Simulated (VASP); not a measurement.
# LiF (I4/mmm) in VASP: further runs, part 2 of 2

VASP 6.6.1.

**3. Single point, r2SCAN (strain +0.0525 x Voigt [1, 1, 0, 0, 0, 0])**

File POSCAR:

```
LiF
1.0
    0.0000000000      2.1197350000      2.0140000000
    2.1197350000      0.0000000000      2.0140000000
    2.1197350000      2.1197350000      0.0000000000
Li F
1 1
Direct
    0.0000000000      0.0000000000      0.0000000000
    0.5000000000      0.5000000000      0.5000000000
```

File INCAR.step1:

```
SYSTEM = LiF
PREC = Accurate
ENCUT = 520
ISMEAR = 0
SIGMA = 0.05
LREAL = .FALSE.
LASPH = .TRUE.
NELM = 100
NBANDS = 12
GGA = PE
ALGO = Normal
EDIFF = 1E-4
LWAVE = .TRUE.
LCHARG = .FALSE.
```

File INCAR.step2:

```
SYSTEM = LiF
PREC = Accurate
ENCUT = 520
EDIFF = 1E-7
ISMEAR = 0
SIGMA = 0.05
LREAL = .FALSE.
LASPH = .TRUE.
NELM = 100
ALGO = Normal
ISIF = 2
LWAVE = .FALSE.
LCHARG = .TRUE.
METAGGA = R2SCAN
LMIXTAU = .TRUE.
LELF = .TRUE.
LVHAR = .TRUE.
NBANDS = 12
ISTART = 1
```

File KPOINTS:

```
Automatic mesh
0
G
  10 10 10
  0 0 0
```

Potentials or basis: VASP PAW PBE potentials, release 64 (Li_sv, F).

Command:

```
cat potpaw_PBE.64/Li_sv/POTCAR potpaw_PBE.64/F/POTCAR > POTCAR
cp INCAR.step1 INCAR
mpirun -np 1 vasp_std > vasp.out
cp INCAR.step2 INCAR
mpirun -np 1 vasp_std > vasp.out
```

OUTCAR:

```text
SYSTEM = LiF
   PREC = Accurate
   ENCUT = 520
   EDIFF = 1E-7
   ISMEAR = 0
   LREAL = .FALSE.
   LASPH = .TRUE.
   NELM = 100
   ISIF = 2
   METAGGA = R2SCAN
   ISTART = 1

 ion  position               nearest neighbor table
   1  0.000  0.000  0.000-   2 2.01   2 2.01   2 2.12   2 2.12   2 2.12   2 2.12
   2  0.500  0.500  0.500-   1 2.01   1 2.01   1 2.12   1 2.12   1 2.12   1 2.12

  LATTYP: Found a body centered tetragonal cell.
 ALAT       =     2.9977579856
 C/A-ratio  =     1.3436708431

  Lattice vectors:

 A1 = (   0.0000000000,  -2.1197350000,  -2.0140000000)
 A2 = (   0.0000000000,   2.1197350000,  -2.0140000000)
 A3 = (   2.1197350000,   0.0000000000,   2.0140000000)

Analysis of symmetry for initial positions (statically):
=====================================================================
 Subroutine PRICEL returns:
 Original cell was already a primitive cell.

 Routine SETGRP: Setting up the symmetry group for a
 body centered tetragonal supercell.

 Subroutine GETGRP returns: Found 16 space group operations
 (whereof 16 operations were pure point group operations)
 out of a pool of 16 trial point group operations.

The static configuration has the point symmetry D_4h.

[... 169 lines left out ...]
  band No.  band energies     occupation
      1     -44.5050      2.00000
      2     -23.0535      2.00000
      3      -2.3033      2.00000
      4      -2.1770      2.00000
      5      -2.1770      2.00000
      6       7.1046      0.00000
      7      22.0072      0.00000
      8      22.0081      0.00000
      9      22.1570      0.00000
     10      22.1570      0.00000
     11      22.5326      0.00000
     12      23.2515      0.00000
[... 331 lines left out ...]
 k-point    24 :       0.4000    0.3000    0.0000
  band No.  band energies     occupation
      1     -44.4639      2.00000
      2     -22.6244      2.00000
      3      -4.1978      2.00000
      4      -3.0109      2.00000
      5      -2.9332      2.00000
      6      11.3735      0.00000
      7      14.6463      0.00000
      8      17.1487      0.00000
      9      17.9160      0.00000
     10      18.8937      0.00000
     11      31.4973      0.00000
     12      31.9164      0.00000

 [... further k-points ...]
[... 5 lines left out ...]
  --------------------------------------------------------------------------------------
  -------------------------------------------------------------------------------------
  Total       -1.0231503     -1.0231503     -0.8098653      0.0000000      0.0000000     -0.0000000
  in kB      -90.5727230    -90.5727230    -71.6920167      0.0000000      0.0000000     -0.0000000
  external PRESSURE =     -84.2791542 kB  Pullay stress =       0.0000000 kB

 VOLUME and BASIS-vectors are now :
 -----------------------------------------------------------------------------
  energy-cutoff  :      520.00
  volume of cell :       18.10
      direct lattice vectors                 reciprocal lattice vectors
     0.000000000  2.119735000  2.014000000    -0.235878541  0.235878541  0.248262165
     2.119735000  0.000000000  2.014000000     0.235878541 -0.235878541  0.248262165
     2.119735000  2.119735000  0.000000000     0.235878541  0.235878541 -0.248262165

 POSITION                                       TOTAL-FORCE (eV/Angst)
 -----------------------------------------------------------------------------------
      0.00000      0.00000      0.00000         0.000000     -0.000000     -0.000000
      2.11973      2.11973      2.01400        -0.000000      0.000000      0.000000
 -----------------------------------------------------------------------------------
    total drift:                               -0.000000     -0.000000      0.000000

  FREE ENERGIE OF THE ION-ELECTRON SYSTEM (eV)
  ---------------------------------------------------
  free  energy   TOTEN  =       -11.8339852684 eV

  energy  without entropy=      -11.8339852684  energy(sigma->0) =      -11.83398527
```

OUTCAR.step1:

```text
SYSTEM = LiF
   PREC = Accurate
   ENCUT = 520
   ISMEAR = 0
   LREAL = .FALSE.
   LASPH = .TRUE.
[... 583 lines left out ...]
      0.00000      0.00000      0.00000        -0.000000     -0.000000      0.000000
      2.11973      2.11973      2.01400         0.000000      0.000000     -0.000000
 -----------------------------------------------------------------------------------
    total drift:                               -0.000000     -0.000000      0.000000

  FREE ENERGIE OF THE ION-ELECTRON SYSTEM (eV)
  ---------------------------------------------------
  free  energy   TOTEN  =        -9.6195072990 eV

  energy  without entropy=       -9.6195072990  energy(sigma->0) =       -9.61950730
```

It used 43 s of CPU time on 1 thread of Intel(R) Xeon(R) Platinum 8488C (Sapphire Rapids) (shared host).

Results:

- Free energy: -11.8340 eV
- Band gap on the k mesh: 9.28 eV, direct

Levels at points of the mesh, in eV from the valence-band top:
```tsv
k point	band 3	band 4	band 5	band 6	band 7	band 8
(0.00, 0.00, 0.00)	-0.13	0.00	0.00	9.28	24.18	24.19
(0.50, 0.00, 0.00)	-2.23	-0.29	-0.20	11.23	16.83	19.08
(0.50, 0.50, 0.00)	-2.61	-0.99	-0.99	15.67	16.44	17.86
(0.50, 0.00, 0.50)	-2.63	-1.00	-0.72	14.73	17.14	17.72
```

Caveat: the cell differs from its parent crystal (strain +0.0525 x Voigt [1, 1, 0, 0, 0, 0]); the cutoff is under 1.25 times the usual one of these potentials, so pressure, stress and relaxed cells hold a basis-set (Pulay) error; the PAW data sets were made with another functional, which shifts forces and pressure a little.

**4. Single point, r2SCAN (strain +0.0600 x Voigt [1, 1, 0, 0, 0, 0])**

File POSCAR:

```
LiF
1.0
    0.0000000000      2.1348400000      2.0140000000
    2.1348400000      0.0000000000      2.0140000000
    2.1348400000      2.1348400000      0.0000000000
Li F
1 1
Direct
    0.0000000000      0.0000000000      0.0000000000
    0.5000000000      0.5000000000      0.5000000000
```

File INCAR.step1:

```
SYSTEM = LiF
PREC = Accurate
ENCUT = 520
ISMEAR = 0
SIGMA = 0.05
LREAL = .False.
LASPH = .True.
NELM = 60
NBANDS = 12
GGA = PE
ALGO = Normal
EDIFF = 1E-4
LWAVE = .True.
LCHARG = .False.
```

File INCAR.step2:

```
SYSTEM = LiF
PREC = Accurate
ENCUT = 520
EDIFF = 1E-7
ISMEAR = 0
SIGMA = 0.05
LREAL = .False.
LASPH = .True.
NELM = 60
ALGO = Normal
ISIF = 2
LWAVE = .False.
LCHARG = .False.
METAGGA = R2SCAN
LMIXTAU = .True.
NBANDS = 12
ISTART = 1
```

File KPOINTS:

```
Automatic mesh
0
Gamma
  10 10 10
  0 0 0
```

Command:

```
cat potpaw_PBE.64/Li_sv/POTCAR potpaw_PBE.64/F/POTCAR > POTCAR
cp INCAR.step1 INCAR
mpirun -np 1 vasp_std > vasp.out
cp INCAR.step2 INCAR
mpirun -np 1 vasp_std > vasp.out
```

Run time: 79 s. Hardware: 1 thread of Intel Xeon Platinum 8488C (Sapphire Rapids), shared host; peak memory 0.15 GiB.

Results (log left out):

| Quantity | Value |
| --- | --- |
| Free energy | -11.8195 eV |
| Band gap on the k mesh | 9.16 eV, direct |

Levels at points of the mesh, in eV from the valence-band top:
| k point | band 2 | band 3 | band 4 | band 5 | band 6 | band 7 | band 8 | band 9 |
| --- | --- | --- | --- | --- | --- | --- | --- | --- |
| (0.00, 0.00, 0.00) | -20.85 | -0.14 | 0.00 | 0.00 | 9.16 | 23.95 | 23.95 | 24.19 |
| (0.50, 0.00, 0.00) | -20.52 | -2.20 | -0.29 | -0.20 | 11.16 | 16.66 | 18.91 | 19.98 |
| (0.50, 0.50, 0.00) | -20.29 | -2.56 | -0.98 | -0.98 | 15.62 | 16.31 | 17.72 | 19.91 |
| (0.50, 0.00, 0.50) | -20.35 | -2.59 | -1.00 | -0.68 | 14.56 | 17.10 | 17.54 | 20.32 |

Caveat: the cell differs from its parent crystal (strain +0.0600 x Voigt [1, 1, 0, 0, 0, 0]); the cutoff is under 1.25 times the usual one of these potentials, so pressure, stress and relaxed cells hold a basis-set (Pulay) error; the PAW data sets were made with another functional, which shifts forces and pressure a little.

**5. The runs side by side**

```csv
cell,gap on the mesh (eV)
"a = 2.913, b = 2.913, c = 2.976 Å, angles 59.3, 59.3, 61.4°, 2 atoms",9.41
"a = 2.924, b = 2.924, c = 2.998 Å, angles 59.2, 59.2, 61.7°, 2 atoms",9.28
"a = 2.935, b = 2.935, c = 3.019 Å, angles 59.0, 59.0, 61.9°, 2 atoms",9.16
```

Alike in all rows: task single point; level r2SCAN; potentials or basis VASP PAW PBE potentials, release 64 (Li_sv, F); no spin polarisation; k mesh 10 × 10 × 10; cutoff (eV) 520; smearing gaussian 0.05 eV.

Caveats: the cutoff is under 1.25 times the usual one of these potentials, so pressure, stress and relaxed cells hold a basis-set (Pulay) error; the PAW data sets were made with another functional, which shifts forces and pressure a little.

Total energies depend on the potentials used, so only differences within one code and one set of settings carry meaning.
